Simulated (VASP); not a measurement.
# BN (P6_3/mmc) in VASP: a series of runs

BN is run at these levels: revPBE; tasks: single point.

Program: VASP 6.6.1. These are calculated values, not measurements. Logs are shortened: lines on timing, memory, paths and dates and some standing lists are left out, and cuts for length are marked.

**1. The cell of the first run**

It takes space group P6_3/mmc (No. 194, hexagonal). Conventional cell: a = 2.412 Å, b = 2.412 Å, c = 6.407 Å, α = 90.00°, β = 90.00°, γ = 120.00°. B (site symmetry -6m2) has 3 N at 1.39 Å within 1.9 Å. Within 1.9 Å of N (site symmetry -6m2) lie 3 B at 1.39 Å.

**2. Single point, revPBE**

File INCAR:

```
SYSTEM = BN
PREC     = Accurate       ! precision mode
ENCUT    = 600            ! plane-wave cutoff, eV
EDIFF    = 1E-6           ! SCF threshold, eV
ISMEAR   = 0              ! smearing method
SIGMA    = 0.01           ! smearing width, eV
LREAL    = .False.        ! projectors in reciprocal space
LASPH    = .True.         ! aspherical terms in the spheres
NELM     = 120            ! most SCF steps
ALGO     = Normal         ! electronic algorithm
ISIF     = 2              ! what is computed and relaxed
LWAVE    = .False.        ! write WAVECAR
LCHARG   = .False.        ! write CHGCAR
GGA      = RE             ! functional
NBANDS   = 16             ! bands
GGA_COMPAT= .False.
```

File KPOINTS:

```
regular mesh
0
Gamma
  8 8 3
  0 0 0
```

File POSCAR:

```
BN
1.0
    2.4120242002      0.0000000000      0.0000000000
   -1.2060121001      2.0888749032      0.0000000000
    0.0000000000      0.0000000000      6.4066979094
B N
2 2
Direct
    0.3333333333      0.6666666667      0.2500000000
    0.6666666667      0.3333333333      0.7500000000
    0.3333333333      0.6666666667      0.7500000000
    0.6666666667      0.3333333333      0.2500000000
```

Potentials or basis: VASP PAW PBE potentials, release 64 (B, N).

Run with:

```bash
$ cat potpaw_PBE.64/B/POTCAR potpaw_PBE.64/N/POTCAR > POTCAR
$ mpirun -np 1 vasp_std > vasp.out
```

OUTCAR:

```text
SYSTEM = BN
   PREC = Accurate
   ENCUT = 600
   EDIFF = 1E-6
   ISMEAR = 0
   LREAL = .False.
   LASPH = .True.
   NELM = 120
   ISIF = 2
   GGA = RE

 ion  position               nearest neighbor table
   1  0.333  0.667  0.250-   4 1.39   4 1.39   4 1.39
   2  0.667  0.333  0.750-   3 1.39   3 1.39   3 1.39
   3  0.333  0.667  0.750-   2 1.39   2 1.39   2 1.39
   4  0.667  0.333  0.250-   1 1.39   1 1.39   1 1.39

  LATTYP: Found a hexagonal cell.
 ALAT       =     2.4120242002
 C/A-ratio  =     2.6561499295

  Lattice vectors:

 A1 = (   2.4120242002,   0.0000000000,   0.0000000000)
 A2 = (  -1.2060121001,   2.0888749032,   0.0000000000)
 A3 = (   0.0000000000,   0.0000000000,   6.4066979094)

Analysis of symmetry for initial positions (statically):
=====================================================================
 Subroutine PRICEL returns:
 Original cell was already a primitive cell.

 Routine SETGRP: Setting up the symmetry group for a
 hexagonal supercell.

 Subroutine GETGRP returns: Found 24 space group operations
 (whereof 12 operations were pure point group operations)
 out of a pool of 24 trial point group operations.

The static configuration has the point symmetry D_3d.
 The point group associated with its full space group is D_6h.

Analysis of symmetry for dynamics (positions and initial velocities):
=====================================================================
 Subroutine PRICEL returns:
 Original cell was already a primitive cell.

 Routine SETGRP: Setting up the symmetry group for a
 hexagonal supercell.

 Subroutine GETGRP returns: Found 24 space group operations
 (whereof 12 operations were pure point group operations)
 out of a pool of 24 trial point group operations.

The dynamic configuration has the point symmetry D_3d.
 The point group associated with its full space group is D_6h.

 Subroutine INISYM returns: Found 24 space group operations
 (whereof 12 operations are pure point group operations),
 and found     1 'primitive' translations

----------------------------------------------------------------------------------------

                                     Primitive cell

  volume of cell :      32.2796

  direct lattice vectors                    reciprocal lattice vectors
     2.412024200  0.000000000  0.000000000     0.414589538  0.239363305  0.000000000
    -1.206012100  2.088874903  0.000000000     0.000000000  0.478726609  0.000000000
     0.000000000  0.000000000  6.406697909     0.000000000  0.000000000  0.156086648

  length of vectors
     2.412024200  2.412024782  6.406697909     0.478726725  0.478726609  0.156086648

  position of ions in fractional coordinates (direct lattice)
     0.333333333  0.666666667  0.250000000
     0.666666667  0.333333333  0.750000000
     0.333333333  0.666666667  0.750000000
     0.666666667  0.333333333  0.250000000

  ion indices of the primitive-cell ions
   primitive index   ion index
                 1           1
                 2           2
                 3           3
                 4           4

----------------------------------------------------------------------------------------

 KPOINTS: regular mesh

Automatic generation of k-mesh.
 Grid dimensions read from file:
 generate k-points for:    8    8    3

 Generating k-lattice:

  Cartesian coordinates                     Fractional coordinates (reciprocal lattice)
     0.051823692  0.029920413  0.000000000     0.125000000 -0.000000000  0.000000000
     0.000000000  0.059840826  0.000000000     0.000000000  0.125000000  0.000000000
     0.000000000  0.000000000  0.052028883     0.000000000  0.000000000  0.333333333

  Length of vectors
     0.059840841  0.059840826  0.052028883

  Shift w.r.t. Gamma in fractional coordinates (k-lattice)
     0.000000000  0.000000000  0.000000000

 Subroutine IBZKPT returns following result:
 ===========================================

 Found     20 irreducible k-points:

 Following reciprocal coordinates:
            Coordinates               Weight
  0.000000  0.000000  0.000000      1.000000
  0.125000  0.000000  0.000000      6.000000
  0.250000  0.000000  0.000000      6.000000
  0.375000  0.000000  0.000000      6.000000
  0.500000  0.000000  0.000000      3.000000
  0.125000  0.125000  0.000000      6.000000
[... 12 lines left out ...]
  0.250000  0.250000  0.333333     12.000000
  0.375000  0.250000  0.333333     12.000000
   k-points           NKPTS =     20   k-points in BZ     NKDIM =     20   number of bands    NBANDS=     16
   number of dos      NEDOS =    301   number of ions     NIONS =      4
   total plane-waves  NPLWV =  21600
   dimension x,y,z NGX =    20 NGY =   20 NGZ =   54
   dimension x,y,z NGXF=    40 NGYF=   40 NGZF=  108
   ions per type =               2   2
   NGX,Y,Z   is equivalent  to a cutoff of  13.78, 13.78, 14.01 a.u.
   NGXF,Y,Z  is equivalent  to a cutoff of  27.57, 27.57, 28.02 a.u.
 SYSTEM =  BN
   PREC   = accura    normal or accurate (medium, high low for compatibility)
   ISTART =      0    job   : 0-new  1-cont  2-samecut
   ICHARG =      2    charge: 1-file 2-atom 10-const
   ISPIN  =      1    spin polarized calculation?
   LNONCOLLINEAR =      F non collinear calculations
   LSORBIT =      F    spin-orbit coupling
   LASPH  =      T    aspherical Exc in radial PAW
   ENCUT  =  600.0 eV  44.10 Ry    6.64 a.u.   4.82  4.82 12.80*2*pi/ulx,y,z
   NELM   =    120;   NELMIN=  2; NELMDL= -5     # of ELM steps
   EDIFF  = 0.1E-05   stopping-criterion for ELM
   LREAL  =      F    real-space projection
   EDIFFG = 0.1E-04   stopping-criterion for IOM
   NSW    =      0    number of steps for IOM
   IBRION =     -1    ionic relax: 0-MD 1-quasi-New 2-CG
   NFREE  =      0    steps in history (QN), initial steepest desc. (CG)
   ISIF   =      2    stress and relaxation
   ISYM   =      2    0-nonsym 1-usesym 2-fastsym
   POTIM  = 0.5000    time-step for ionic-motion
   TEBEG  =    0.0;   TEEND  =   0.0 temperature during run
   PSTRESS=    0.0 pullay stress
   NELECT =      16.0000    total number of electrons
   NUPDOWN=      -1.0000    fix difference up-down
   EMIN   =  10.00;   EMAX   =-10.00  energy-range for DOS
   EFERMI =   0.00;   METHOD = LEGACY
   ISMEAR =     0;   SIGMA  =   0.01  broadening in eV -4-tet -1-fermi 0-gaus
   EFERMI_NEDOS =   21; number of points for ismear=-14 and -15
   IALGO  =     38    algorithm
   IMIX   =      4    mixing-type and parameters
     AMIX     =   0.40;   BMIX     =  1.00
     AMIX_MAG =   1.60;   BMIX_MAG =  1.00
  volume/ion in A,a.u.               =       8.07        54.46
  Fermi-wavevector in a.u.,A,eV,Ry     =   1.295603  2.448335 22.838575  1.678588
  Thomas-Fermi vector in A             =   2.427113
   LORBIT       =      0    0 simple, 1 ext, 2 COOP (PROOUT), +10 PAW based schemes
   GGA     = RE    functional components
   LHFCALC =     F    Hartree Fock is set to
   AEXX    =    0.0000 exact exchange contribution
   IVDW    =     0    specifies the selected vdW correction
   LEPSILON=     F    determine dielectric tensor
   LRPA    =     F    only Hartree local field effects (RPA)
 non-spin polarized calculation
 Gauss-broadening in eV      SIGMA  =   0.01
  energy-cutoff  :      600.00
  volume of cell :       32.28
 maximum number of plane-waves:      1090
 NGX is ok and might be reduce to    20
   NGX =  9   NGY =  9   NGZ = 25

 number of electron      16.0000000 magnetization

 Free energy of the ion-electron system (eV)
  ---------------------------------------------------
  ext. energy  EPLUGINS =         0.00000000
  ---------------------------------------------------
  free energy    TOTEN  =       -33.39568397 eV

  energy without entropy =      -33.39568397  energy(sigma->0) =      -33.39568397

 E-fermi :   3.2594     XC(G=0): -10.3775

 val. band max:        3.1859562922   @ k =   0.3750   0.2500   0.0000
 cond. band min:       7.6492009890   @ k =   0.5000   0.0000   0.0000
 fundamental gap:      4.4632446969
 Fermi energy:         3.2593695429

 k-point     1 :       0.0000    0.0000    0.0000
  band No.  band energies     occupation
      1     -15.4043      2.00000
      2     -15.0413      2.00000
      3      -3.7410      2.00000
      4      -1.3531      2.00000
      5       2.0039      2.00000
      6       2.0039      2.00000
[... 8 lines left out ...]
     15      17.5304      0.00000
     16      17.7004      0.00000

 k-point     2 :       0.1250    0.0000    0.0000
  band No.  band energies     occupation
      1     -15.0732      2.00000
      2     -14.7227      2.00000
      3      -3.2836      2.00000
      4      -0.9412      2.00000
      5       0.7406      2.00000
      6       0.7843      2.00000
[... 8 lines left out ...]
     15      17.2921      0.00000
     16      18.3891      0.00000

 k-point     3 :       0.2500    0.0000    0.0000
  band No.  band energies     occupation
      1     -14.1201      2.00000
      2     -13.8093      2.00000
      3      -2.0342      2.00000
      4      -1.9574      2.00000
      5      -1.9509      2.00000
      6       0.1811      2.00000
[... 8 lines left out ...]
     15      20.0743      0.00000
     16      20.7257      0.00000

 k-point     4 :       0.3750    0.0000    0.0000
  band No.  band energies     occupation
      1     -12.7470      2.00000
      2     -12.5198      2.00000
      3      -4.8399      2.00000
      4      -4.7362      2.00000
      5      -0.7793      2.00000
      6      -0.7060      2.00000
[... 8 lines left out ...]
     15      19.8871      0.00000
     16      23.7914      0.00000
[... 248 lines left out ...]
 k-point    18 :       0.3750    0.1250    0.3333
  band No.  band energies     occupation
      1     -11.9021      2.00000
      2     -11.8308      2.00000
      3      -5.6587      2.00000
      4      -5.6150      2.00000
      5      -1.8812      2.00000
      6      -1.8396      2.00000
[... 8 lines left out ...]
     15      19.9071      0.00000
     16      22.0779      0.00000

 k-point    19 :       0.2500    0.2500    0.3333
  band No.  band energies     occupation
      1     -11.9817      2.00000
      2     -11.8922      2.00000
      3      -4.8207      2.00000
      4      -4.7982      2.00000
      5      -2.9101      2.00000
      6      -2.8885      2.00000
[... 8 lines left out ...]
     15      19.7584      0.00000
     16      20.5446      0.00000

 k-point    20 :       0.3750    0.2500    0.3333
  band No.  band energies     occupation
      1     -11.2603      2.00000
      2     -11.2349      2.00000
      3      -5.5857      2.00000
      4      -5.5222      2.00000
      5      -3.6074      2.00000
      6      -3.5759      2.00000
[... 8 lines left out ...]
     15      20.8494      0.00000
     16      21.1979      0.00000

------------------------ aborting loop because EDIFF is reached ----------------------------------------

  FORCE on cell =-STRESS in cart. coord.  units (eV):
  Direction    XX          YY          ZZ          XY          YZ          ZX
  --------------------------------------------------------------------------------------
  -------------------------------------------------------------------------------------
  Total       11.6607844     11.6607919      1.2898512      0.0000000      0.0000000      0.0000000
  in kB      578.7753250    578.7756970     64.0209093      0.0000000      0.0000000      0.0000000
  external PRESSURE =     407.1906438 kB  Pullay stress =       0.0000000 kB

 VOLUME and BASIS-vectors are now :
 -----------------------------------------------------------------------------
  energy-cutoff  :      600.00
  volume of cell :       32.28
      direct lattice vectors                 reciprocal lattice vectors
     2.412024200  0.000000000  0.000000000     0.414589538  0.239363305  0.000000000
    -1.206012100  2.088874903  0.000000000     0.000000000  0.478726609  0.000000000
     0.000000000  0.000000000  6.406697909     0.000000000  0.000000000  0.156086648

 POSITION                                       TOTAL-FORCE (eV/Angst)
 -----------------------------------------------------------------------------------
     -0.00000      1.39258      1.60167         0.000000     -0.000000      0.000000
      1.20601      0.69629      4.80502        -0.000000      0.000000      0.000000
     -0.00000      1.39258      4.80502         0.000000      0.000000      0.000000
      1.20601      0.69629      1.60167        -0.000000      0.000000     -0.000000
 -----------------------------------------------------------------------------------
    total drift:                               -0.000000      0.000000      0.000000

  FREE ENERGIE OF THE ION-ELECTRON SYSTEM (eV)
  ---------------------------------------------------
  free  energy   TOTEN  =       -33.3956839652 eV

  energy  without entropy=      -33.3956839652  energy(sigma->0) =      -33.39568397
```

Run time: 5.7 s. Hardware: 1 thread of Intel Xeon 6975P-C (Granite Rapids), shared host; peak memory 0.15 GiB.

What came out:

```yaml
Free_energy: -33.3957 eV
Pressure: 40.7 GPa
Band_gap_on_the_k_mesh: 4.46 eV, indirect (least direct gap 4.95 eV)
```

Caveat: the PAW data sets were made with another functional, which shifts forces and pressure a little; this functional lacks dispersion, which binds the layers, so the pressure and a relaxed spacing across them are unreliable. A k mesh can miss the band edges.

**3. Single point, revPBE**

This run uses another cell than the first one, of 8.29 Å³/atom, 1.028 times its volume.

File INCAR:

```
SYSTEM = BN
  PREC = Accurate
  ENCUT = 600
  EDIFF = 1E-6
  ISMEAR = 0
  SIGMA = 0.01
  LREAL = .FALSE.
  LASPH = .TRUE.
  NELM = 120
  ALGO = Normal
  ISIF = 2
  LWAVE = .FALSE.
  LCHARG = .FALSE.
  GGA = RE
  NBANDS = 16
  GGA_COMPAT = .FALSE.
```

File KPOINTS:

```
Automatic mesh
0
G
  8 8 3
  0 0 0
```

File POSCAR:

```
BN
1.0
    2.4341540987      0.0000000000      0.0000000000
   -1.2170770494      2.1080399636      0.0000000000
    0.0000000000      0.0000000000      6.4654782378
B N
2 2
Direct
    0.3333333333      0.6666666667      0.2500000000
    0.6666666667      0.3333333333      0.7500000000
    0.3333333333      0.6666666667      0.7500000000
    0.6666666667      0.3333333333      0.2500000000
```

Potentials or basis: VASP PAW PBE potentials, release 64 (B, N).

Run with:

```bash
$ cat potpaw_PBE.64/B/POTCAR potpaw_PBE.64/N/POTCAR > POTCAR
$ mpirun -np 1 vasp_std > vasp.out
```

It took 5.9 s on 1 thread of Intel Xeon 6975P-C (Granite Rapids), shared host; peak memory 0.14 GiB.

Results (log left out):

```
Free energy            : -33.5978 eV
Pressure               : 31.1 GPa
Band gap on the k mesh : 4.44 eV, indirect (least direct gap 4.92 eV)
```

Stress tensor (GPa, compression positive):
```
43.75  0.00  0.00
 0.00 43.75  0.00
 0.00  0.00  5.81
```

Levels at points of the mesh, in eV from the valence-band top:
```csv
k point,band 6,band 7,band 8,band 9,band 10,band 11
"(0.00, 0.00, 0.00)",-1.22,-1.18,-1.18,5.59,11.10,12.28
"(0.50, 0.00, 0.00)",-4.20,-1.59,-0.48,4.44,5.97,10.36
```

Caveat: the PAW data sets were made with another functional, which shifts forces and pressure a little; this functional lacks dispersion, which binds the layers, so the pressure and a relaxed spacing across them are unreliable. A k mesh can miss the band edges.

**4. Single point, revPBE**

This run uses another cell than the first one, of 8.52 Å³/atom, 1.056 times its volume.

File INCAR:

```
SYSTEM = BN
  PREC = Accurate
  ENCUT = 600
  EDIFF = 1E-6
  ISMEAR = 0
  SIGMA = 0.01
  LREAL = .False.
  LASPH = .True.
  NELM = 120
  ALGO = Normal
  ISIF = 2
  LWAVE = .False.
  LCHARG = .True.
  GGA = RE
  LELF = .True.
  LVHAR = .True.
  NBANDS = 16
  GGA_COMPAT = .False.
```

File KPOINTS:

```
regular mesh
0
Gamma
  8 8 3
  0 0 0
```

File POSCAR:

```
BN
1.0
    2.4558887675      0.0000000000      0.0000000000
   -1.2279443838      2.1268627450      0.0000000000
    0.0000000000      0.0000000000      6.5232087768
B N
2 2
Direct
    0.3333333333      0.6666666667      0.2500000000
    0.6666666667      0.3333333333      0.7500000000
    0.3333333333      0.6666666667      0.7500000000
    0.6666666667      0.3333333333      0.2500000000
```

Run with:

```bash
$ cat potpaw_PBE.64/B/POTCAR potpaw_PBE.64/N/POTCAR > POTCAR
$ mpirun -np 1 vasp_std > vasp.out
```

It took 6.2 s on 1 thread of Intel Xeon 6975P-C (Granite Rapids), shared host; peak memory 0.15 GiB.

The run converged. Its results:

| Item | Value |
| --- | --- |
| Free energy | -33.7492 eV |
| Pressure | 22.5 GPa |
| Band gap on the k mesh | 4.41 eV, indirect (least direct gap 4.87 eV) |

Stress tensor (GPa, compression positive):
```
31.16  0.00  0.00
 0.00 31.16  0.00
 0.00  0.00  5.29
```

Levels at points of the mesh, in eV from the valence-band top:
| k point | band 6 | band 7 | band 8 | band 9 | band 10 | band 11 |
| --- | --- | --- | --- | --- | --- | --- |
| (0.00, 0.00, 0.00) | -1.26 | -1.22 | -1.22 | 5.55 | 10.89 | 12.06 |
| (0.50, 0.00, 0.00) | -4.16 | -1.54 | -0.47 | 4.41 | 5.88 | 10.11 |

Caveat: the PAW data sets were made with another functional, which shifts forces and pressure a little; this functional lacks dispersion, which binds the layers, so the pressure and a relaxed spacing across them are unreliable. A k mesh can miss the band edges.

**5. The runs side by side**

| cell | gap on the mesh (eV) | pressure (GPa) |
| --- | --- | --- |
| a = 2.412, b = 2.412, c = 6.407 Å, angles 90.0, 90.0, 120.0°, 4 atoms | 4.46 | 40.7 |
| a = 2.434, b = 2.434, c = 6.465 Å, angles 90.0, 90.0, 120.0°, 4 atoms | 4.44 | 31.1 |
| a = 2.456, b = 2.456, c = 6.523 Å, angles 90.0, 90.0, 120.0°, 4 atoms | 4.41 | 22.5 |

Alike in all rows: task single point; level revPBE; potentials or basis VASP PAW PBE potentials, release 64 (B, N); no spin polarisation; k mesh 8 × 8 × 3; cutoff (eV) 600; smearing gaussian 0.01 eV.

Caveats: the PAW data sets were made with another functional, which shifts forces and pressure a little; this functional lacks dispersion, which binds the layers, so the pressure and a relaxed spacing across them are unreliable.

Absolute energies hang on the potentials; compare differences alone.
